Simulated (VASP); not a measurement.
# Si (a cell with a defect) in VASP: notebook

The runs below take Si (a cell with a defect) through single point, with PBEsol.

Everything below comes from runs of VASP 6.6.1. Logs are shortened: lines on timing, memory, paths and dates and some standing lists are left out, and cuts for length are marked.

## 1. The cell of the first run

The cell holds a defect, 17 atoms: a = 7.679 Å, b = 7.679 Å, c = 7.679 Å, α = 60.00°, β = 60.00°, γ = 60.00°.

## 2. Single point, PBEsol

INCAR

```
PREC = Accurate
ENCUT = 520
EDIFF = 1E-6
ISMEAR = 0
SIGMA = 0.05
LREAL = Auto
LASPH = T
NELM = 100
ALGO = Normal
ISIF = 2
LWAVE = F
LCHARG = F
GGA = PS
NBANDS = 48
```

KPOINTS

```
regular mesh
0
Gamma
  2 2 2
```

POSCAR

```
Si
1.0
    0.0000000000      5.4300000000      5.4300000000
    5.4300000000      0.0000000000      5.4300000000
    5.4300000000      5.4300000000      0.0000000000
Si
17
Direct
   -0.0146300184      0.0032834254      0.0029200737
    0.0886621547      0.1371849908      0.1368225599
   -0.0146141805      0.0032710866      0.5079244936
    0.1281816759      0.1079533149      0.6316864641
   -0.0146196133      0.5082848066      0.0029116943
    0.1281761510      0.6320485267      0.1075918048
    0.0775036832      0.4742368324      0.4738756906
    0.1281933702      0.6320325967      0.6316753223
    0.4620008287      0.0127428177      0.0123903315
    0.6129177716      0.1244334254      0.1240776243
    0.5025495396     -0.0393944751      0.5181976059
    0.6129244936      0.1244298343      0.6380893186
    0.5025434622      0.5185517495     -0.0397556169
    0.6129225599      0.6384442910      0.1240755985
    0.5025595764      0.5185205341      0.5181792818
    0.6952469613      0.6016600368      0.6013011050
    0.4942207182      0.3353350829      0.3349654696
```

Potentials or basis: VASP PAW PBE potentials, release 64 (Si).

Started as:

```sh
cat potpaw_PBE.64/Si/POTCAR > POTCAR
mpirun -np 1 vasp_std > vasp.out
```

OUTCAR:

```text
PREC = Accurate
   ENCUT = 520
   EDIFF = 1E-6
   ISMEAR = 0
   LREAL = Auto
   LASPH = T
   NELM = 100
   ISIF = 2
   GGA = PS

 ion  position               nearest neighbor table
   1  0.985  0.003  0.003-   2 2.33   4 2.33   6 2.33  10 2.34
   2  0.089  0.137  0.137-   1 2.33   5 2.33   3 2.33   9 2.34
   3  0.985  0.003  0.508-   2 2.33   8 2.33   4 2.33  12 2.34
   4  0.128  0.108  0.632-   1 2.33   3 2.33   7 2.35  11 2.35
   5  0.985  0.508  0.003-   2 2.33   8 2.33   6 2.33  14 2.34
   6  0.128  0.632  0.108-   1 2.33   5 2.33   7 2.35  13 2.35
   7  0.078  0.474  0.474-   8 2.35   4 2.35   6 2.35  16 2.40  17 2.61
   8  0.128  0.632  0.632-   5 2.33   3 2.33   7 2.35  15 2.35
   9  0.462  0.013  0.012-   2 2.34  10 2.35  14 2.35  12 2.35
  10  0.613  0.124  0.124-   1 2.34   9 2.35  17 2.40  13 2.48  11 2.48
  11  0.503  0.961  0.518-  16 2.30   4 2.35  17 2.47  12 2.48  10 2.48
  12  0.613  0.124  0.638-   3 2.34   9 2.35  17 2.40  15 2.48  11 2.48
  13  0.503  0.519  0.960-  16 2.30   6 2.35  17 2.47  14 2.48  10 2.48
  14  0.613  0.638  0.124-   5 2.34   9 2.35  17 2.40  15 2.48  13 2.48
  15  0.503  0.519  0.518-  16 2.30   8 2.35  17 2.47  12 2.48  14 2.48
  16  0.695  0.602  0.601-  13 2.30  11 2.30  15 2.30   7 2.40
  17  0.494  0.335  0.335-  10 2.40  14 2.40  12 2.40  13 2.47  11 2.47  15 2.47   7 2.61

  LATTYP: Found a face centered cubic cell.
 ALAT       =    10.8600000000

  Lattice vectors:

 A1 = (   0.0000000000,   5.4300000000,   5.4300000000)
 A2 = (   5.4300000000,   0.0000000000,   5.4300000000)
 A3 = (   5.4300000000,   5.4300000000,   0.0000000000)

Analysis of symmetry for initial positions (statically):
=====================================================================
 Subroutine PRICEL returns:
 Original cell was already a primitive cell.

 Routine SETGRP: Setting up the symmetry group for a
 face centered cubic supercell.

 Subroutine GETGRP returns: Found  1 space group operations
 (whereof  1 operations were pure point group operations)
 out of a pool of 48 trial point group operations.

The static configuration has the point symmetry C_1 .

Analysis of symmetry for dynamics (positions and initial velocities):
=====================================================================
 Subroutine PRICEL returns:
 Original cell was already a primitive cell.

 Routine SETGRP: Setting up the symmetry group for a
 face centered cubic supercell.

 Subroutine GETGRP returns: Found  1 space group operations
 (whereof  1 operations were pure point group operations)
 out of a pool of 48 trial point group operations.

The dynamic configuration has the point symmetry C_1 .

 Subroutine INISYM returns: Found  1 space group operations
 (whereof  1 operations are pure point group operations),
 and found     1 'primitive' translations

----------------------------------------------------------------------------------------

                                     Primitive cell

  volume of cell :     320.2060

  direct lattice vectors                    reciprocal lattice vectors
     0.000000000  5.430000000  5.430000000    -0.092081031  0.092081031  0.092081031
     5.430000000  0.000000000  5.430000000     0.092081031 -0.092081031  0.092081031
     5.430000000  5.430000000  0.000000000     0.092081031  0.092081031 -0.092081031

  length of vectors
     7.679179644  7.679179644  7.679179644     0.159489025  0.159489025  0.159489025

  position of ions in fractional coordinates (direct lattice)
     0.985369982  0.003283425  0.002920074
     0.088662155  0.137184991  0.136822560
     0.985385820  0.003271087  0.507924494
     0.128181676  0.107953315  0.631686464
     0.985380387  0.508284807  0.002911694
     0.128176151  0.632048527  0.107591805
[... 9 lines left out ...]
     0.695246961  0.601660037  0.601301105
     0.494220718  0.335335083  0.334965470

  ion indices of the primitive-cell ions
   primitive index   ion index
                 1           1
                 2           2
                 3           3
                 4           4
                 5           5
                 6           6
[... 9 lines left out ...]
                16          16
                17          17

----------------------------------------------------------------------------------------

 KPOINTS: regular mesh

Automatic generation of k-mesh.
 Grid dimensions read from file:
 generate k-points for:    2    2    2

 Generating k-lattice:

  Cartesian coordinates                     Fractional coordinates (reciprocal lattice)
    -0.046040516  0.046040516  0.046040516     0.500000000  0.000000000  0.000000000
     0.046040516 -0.046040516  0.046040516     0.000000000  0.500000000  0.000000000
     0.046040516  0.046040516 -0.046040516     0.000000000  0.000000000  0.500000000

  Length of vectors
     0.079744512  0.079744512  0.079744512

  Shift w.r.t. Gamma in fractional coordinates (k-lattice)
     0.000000000  0.000000000  0.000000000

 Subroutine IBZKPT returns following result:
 ===========================================

 Found      8 irreducible k-points:

 Following reciprocal coordinates:
            Coordinates               Weight
  0.000000  0.000000  0.000000      1.000000
  0.500000  0.000000  0.000000      1.000000
  0.000000  0.500000  0.000000      1.000000
  0.000000  0.000000  0.500000      1.000000
  0.500000  0.500000  0.500000      1.000000
  0.500000  0.500000  0.000000      1.000000
  0.000000  0.500000  0.500000      1.000000
  0.500000  0.000000  0.500000      1.000000
   k-points           NKPTS =      8   k-points in BZ     NKDIM =      8   number of bands    NBANDS=     48
   number of dos      NEDOS =    301   number of ions     NIONS =     17
   total plane-waves  NPLWV = 216000
   dimension x,y,z NGX =    60 NGY =   60 NGZ =   60
   dimension x,y,z NGXF=   120 NGYF=  120 NGZF=  120
   ions per type =              17
   NGX,Y,Z   is equivalent  to a cutoff of  12.99, 12.99, 12.99 a.u.
   NGXF,Y,Z  is equivalent  to a cutoff of  25.98, 25.98, 25.98 a.u.
 SYSTEM =  unknown system
   PREC   = accura    normal or accurate (medium, high low for compatibility)
   ISTART =      0    job   : 0-new  1-cont  2-samecut
   ICHARG =      2    charge: 1-file 2-atom 10-const
   ISPIN  =      1    spin polarized calculation?
   LNONCOLLINEAR =      F non collinear calculations
   LSORBIT =      F    spin-orbit coupling
   LASPH  =      T    aspherical Exc in radial PAW
   ENCUT  =  520.0 eV  38.22 Ry    6.18 a.u.  14.28 14.28 14.28*2*pi/ulx,y,z
   NELM   =    100;   NELMIN=  2; NELMDL= -5     # of ELM steps
   EDIFF  = 0.1E-05   stopping-criterion for ELM
   LREAL  =      T    real-space projection
   EDIFFG = 0.1E-04   stopping-criterion for IOM
   NSW    =      0    number of steps for IOM
   IBRION =     -1    ionic relax: 0-MD 1-quasi-New 2-CG
   NFREE  =      0    steps in history (QN), initial steepest desc. (CG)
   ISIF   =      2    stress and relaxation
   ISYM   =      2    0-nonsym 1-usesym 2-fastsym
   POTIM  = 0.5000    time-step for ionic-motion
   TEBEG  =    0.0;   TEEND  =   0.0 temperature during run
   PSTRESS=    0.0 pullay stress
   NELECT =      68.0000    total number of electrons
   NUPDOWN=      -1.0000    fix difference up-down
   EMIN   =  10.00;   EMAX   =-10.00  energy-range for DOS
   EFERMI =   0.00;   METHOD = LEGACY
   ISMEAR =     0;   SIGMA  =   0.05  broadening in eV -4-tet -1-fermi 0-gaus
   EFERMI_NEDOS =   21; number of points for ismear=-14 and -15
   IALGO  =     38    algorithm
   IMIX   =      4    mixing-type and parameters
     AMIX     =   0.40;   BMIX     =  1.00
     AMIX_MAG =   1.60;   BMIX_MAG =  1.00
  volume/ion in A,a.u.               =      18.84       127.11
  Fermi-wavevector in a.u.,A,eV,Ry     =   0.976715  1.845724 12.979587  0.953973
  Thomas-Fermi vector in A             =   2.107356
   LORBIT       =      0    0 simple, 1 ext, 2 COOP (PROOUT), +10 PAW based schemes
   GGA     = PS    functional components
   LHFCALC =     F    Hartree Fock is set to
   AEXX    =    0.0000 exact exchange contribution
   IVDW    =     0    specifies the selected vdW correction
   LEPSILON=     F    determine dielectric tensor
   LRPA    =     F    only Hartree local field effects (RPA)
 non-spin polarized calculation
 Gauss-broadening in eV      SIGMA  =   0.05
  energy-cutoff  :      520.00
  volume of cell :      320.21
 maximum number of plane-waves:      8646
 NGX is ok and might be reduce to    60
   NGX = 29   NGY = 29   NGZ = 29

 number of electron      67.9999999 magnetization

 Free energy of the ion-electron system (eV)
  ---------------------------------------------------
  ext. energy  EPLUGINS =         0.00000000
  ---------------------------------------------------
  free energy    TOTEN  =       -93.66874465 eV

  energy without entropy =      -93.65634805  energy(sigma->0) =      -93.66254635

 E-fermi :   6.6531     XC(G=0):  -9.8265

 val. band max:        6.6004753028   @ k =   0.0000   0.0000   0.0000
 cond. band min:       6.6640526550   @ k =   0.5000   0.0000   0.5000
 fundamental gap:      0.0635773521
 Fermi energy:         6.6531251652

 k-point     1 :       0.0000    0.0000    0.0000
  band No.  band energies     occupation
      1      -6.2939      2.00000
      2      -3.9045      2.00000
      3      -3.6419      2.00000
      4      -3.6419      2.00000
      5      -3.4494      2.00000
      6      -2.7815      2.00000
[... 38 lines left out ...]
     45       8.3488      0.00000
     46       8.8021      0.00000

 k-point     2 :       0.5000    0.0000    0.0000
  band No.  band energies     occupation
      1      -5.8922      2.00000
      2      -4.9306      2.00000
      3      -3.5089      2.00000
      4      -3.4137      2.00000
      5      -3.4136      2.00000
      6      -3.0605      2.00000
[... 286 lines left out ...]
 k-point     8 :       0.5000    0.0000    0.5000
  band No.  band energies     occupation
      1      -5.6944      2.00000
      2      -4.7673      2.00000
      3      -4.0967      2.00000
      4      -3.9000      2.00000
      5      -3.8506      2.00000
      6      -3.6876      2.00000
[... 38 lines left out ...]
     45      10.1778      0.00000
     46      10.2943      0.00000
 [bands above 46 left out]

------------------------ aborting loop because EDIFF is reached ----------------------------------------

  FORCE on cell =-STRESS in cart. coord.  units (eV):
  Direction    XX          YY          ZZ          XY          YZ          ZX
  --------------------------------------------------------------------------------------
  -------------------------------------------------------------------------------------
  Total        4.8073866      4.8060968      4.8065756      1.0068660     -1.0053512      1.0103009
  in kB       24.0541575     24.0477037     24.0500995      5.0379375     -5.0303582      5.0551242
  external PRESSURE =      24.0506536 kB  Pullay stress =       0.0000000 kB

 VOLUME and BASIS-vectors are now :
 -----------------------------------------------------------------------------
  energy-cutoff  :      520.00
  volume of cell :      320.21
      direct lattice vectors                 reciprocal lattice vectors
     0.000000000  5.430000000  5.430000000    -0.092081031  0.092081031  0.092081031
     5.430000000  0.000000000  5.430000000     0.092081031 -0.092081031  0.092081031
     5.430000000  5.430000000  0.000000000     0.092081031  0.092081031 -0.092081031

 POSITION                                       TOTAL-FORCE (eV/Angst)
 -----------------------------------------------------------------------------------
      0.03369      5.36642      5.36839         0.019517      0.014175      0.014424
      1.48786      1.22438      1.22635        -0.021769      0.021772      0.022600
      2.77579      8.10868      5.36841        -0.014130     -0.019359      0.014341
      4.01624      4.12608      1.28221        -0.005898      0.005366     -0.020000
      2.77580      5.36643      8.11060        -0.014336      0.014821     -0.019569
      4.01625      1.28022      4.12802        -0.005552     -0.019494      0.005519
[... 9 lines left out ...]
      6.53208      7.04026      7.04220        -0.018302      0.019278      0.018519
      3.63973      4.50248      4.50449         0.037825     -0.037899     -0.038095
 -----------------------------------------------------------------------------------
    total drift:                                0.001203     -0.001881     -0.001052

  FREE ENERGIE OF THE ION-ELECTRON SYSTEM (eV)
  ---------------------------------------------------
  free  energy   TOTEN  =       -93.6687446506 eV

  energy  without entropy=      -93.6563480510  energy(sigma->0) =      -93.66254635
```

Wall time 3.1 min (1 thread of Intel Xeon Platinum 8259CL at 2.50GHz (Skylake/Cascade Lake), shared host); peak memory 0.47 GiB.

What came out:

```
Free energy            : -93.6687 eV
Pressure               : 2.4 GPa
Largest force          : 0.066 eV/Å
Band gap on the k mesh : zero (bands 34 and 35 overlap by 0.06 eV)
```

Forces on the atoms (eV/Å):
```
Si   0.020  0.014  0.014
Si  -0.022  0.022  0.023
Si  -0.014 -0.019  0.014
Si  -0.006  0.005 -0.020
Si  -0.014  0.015 -0.020
Si  -0.006 -0.019  0.006
Si  -0.007  0.007  0.007
Si   0.020  0.006  0.006
Si  -0.011  0.011  0.011
Si  -0.016 -0.009 -0.010
Si   0.009 -0.009  0.001
Si   0.009  0.015 -0.010
Si   0.009  0.000 -0.009
Si   0.009 -0.009  0.016
Si   0.000 -0.010 -0.009
Si  -0.018  0.019  0.019
Si   0.038 -0.038 -0.038
```

Caveat: the k points lie up to 0.50 Å⁻¹ apart; the PAW data sets were made with another functional, which shifts forces and pressure a little.

## 3. Single point, PBEsol

INCAR

```
SYSTEM = Si
PREC = Accurate
ENCUT = 520
EDIFF = 1E-6
ISMEAR = 0
SIGMA = 0.05
LREAL = Auto
LASPH = .True.
NELM = 80
ALGO = Normal
ISIF = 2
LWAVE = .False.
LCHARG = .True.
GGA = PS
LELF = .True.
LVHAR = .True.
NBANDS = 48
```

KPOINTS

```
regular mesh
0
Gamma
  2 2 2
  0 0 0
```

POSCAR

```
Si
1.0
    0.0000000000      5.4300000000      5.4300000000
    5.4300000000      0.0000000000      5.4300000000
    5.4300000000      5.4300000000      0.0000000000
Si
17
Direct
   -0.0084466851      0.0011407919      0.0007087477
    0.1016698895      0.1328382136      0.1324126151
   -0.0084290055      0.0011236648      0.5059326888
    0.1274726519      0.1144453959      0.6287116943
   -0.0084360958      0.5063572744      0.0006988950
    0.1274584715      0.6291430018      0.1140192449
    0.0382722836      0.4873045120      0.4868768877
    0.1274926335      0.6291224678      0.6287000000
    0.4753594843      0.0082764273      0.0078545120
    0.6196728361      0.1214735727      0.1210481584
    0.5062270718     -0.0212173112      0.5071801105
    0.6196860958      0.1214617864      0.6371525783
    0.5062156538      0.5076071823     -0.0216499079
    0.6196808471      0.6375732965      0.1210414365
    0.5062437385      0.5075700737      0.5071603131
    0.6669780847      0.6110707182      0.6106372007
    0.4283031308      0.3572953959      0.3568546961
```

Potentials or basis: VASP PAW PBE potentials, release 64 (Si).

Started as:

```sh
cat potpaw_PBE.64/Si/POTCAR > POTCAR
mpirun -np 1 vasp_std > vasp.out
```

It took 3.4 min on 1 thread of Intel Xeon Platinum 8259CL at 2.50GHz (Skylake/Cascade Lake), shared host; peak memory 0.46 GiB.

Results (log left out):

```yaml
Free_energy: -93.8125 eV
Pressure: 3.2 GPa
Largest_force: 0.258 eV/Å
Band_gap_on_the_k_mesh: zero (bands 34 and 35 overlap by 0.14 eV)
```

Forces on the atoms (eV/Å):
```
Si  -0.026  0.022  0.021
Si  -0.043  0.043  0.044
Si  -0.022  0.026  0.021
Si   0.004 -0.005  0.034
Si  -0.021  0.022  0.027
Si   0.005  0.034 -0.005
Si   0.097 -0.097 -0.098
Si  -0.035 -0.004 -0.004
Si  -0.044  0.047  0.045
Si  -0.026  0.019  0.020
Si   0.015 -0.016  0.091
Si  -0.020  0.027  0.020
Si   0.015  0.091 -0.016
Si  -0.021  0.020  0.026
Si  -0.091 -0.017 -0.015
Si   0.065 -0.062 -0.064
Si   0.149 -0.149 -0.149
```

Stress tensor (GPa, compression positive):
```
 3.16  0.24  0.24
 0.24  3.16 -0.24
 0.24 -0.24  3.16
```

Levels at points of the mesh, in eV from the Fermi level:
| k point | band 32 | band 33 | band 34 | band 35 | band 36 | band 37 |
| --- | --- | --- | --- | --- | --- | --- |
| (0.00, 0.00, 0.00) | -0.72 | -0.72 | -0.42 | -0.13 | -0.13 | 0.07 |
| (0.50, 0.00, 0.00) | -1.31 | -1.31 | -0.34 | 0.41 | 0.41 | 1.04 |
| (0.00, 0.50, 0.00) | -1.35 | -1.15 | -0.21 | 0.28 | 0.75 | 0.80 |
| (0.00, 0.00, 0.50) | -1.35 | -1.15 | -0.21 | 0.28 | 0.75 | 0.80 |
| (0.50, 0.50, 0.50) | -1.35 | -1.15 | -0.21 | 0.28 | 0.75 | 0.80 |
| (0.50, 0.50, 0.00) | -1.77 | -0.89 | 0.02 | 0.57 | 1.10 | 1.22 |
| (0.00, 0.50, 0.50) | -1.77 | -0.89 | 0.02 | 0.57 | 1.10 | 1.22 |
| (0.50, 0.00, 0.50) | -1.77 | -0.89 | 0.02 | 0.57 | 1.10 | 1.22 |

Caveat: the k points lie up to 0.50 Å⁻¹ apart; the PAW data sets were made with another functional, which shifts forces and pressure a little.

The gap in the log of VASP goes by the Fermi energy; the results here count the filled bands.